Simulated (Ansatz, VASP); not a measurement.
# One calculation of ScHg, two programs

```xyz
2
Lattice="3.4800 0.0000 0.0000 0.0000 3.4800 0.0000 0.0000 0.0000 3.4800" Properties=species:S:1:pos:R:3 pbc="T T T"
Sc    1.7400    1.7400    1.7400
Hg    0.0000    0.0000    0.0000
```

Change from the starting cell: shortest bond scaled by 1, crystal datasets.

Alike in both runs: task electric field gradients; functional PBEsol; k mesh 9 × 9 × 9; occupations fermi-dirac, width 0.05 eV; no spin polarisation.

|  | VASP | Ansatz |
| --- | --- | --- |
| version | VASP 6.6.1 | Ansatz 0.2.0 |
| potentials or method | VASP PAW PBE potentials, release 64 (Sc_sv, Hg), cutoff 520 eV | all-electron PAW with datasets made for the crystal, scalar-relativistic |

VASP gave:

```
pressure (GPa) : -0.7
```

Q: What did Ansatz give for the same quantities?

A: Pressure (GPa): -0.9.

VASP's potentials were made for PBE, not for PBEsol. Ansatz ran all-electron here, and VASP with PAW potentials.

Neither program's run includes spin-orbit coupling.
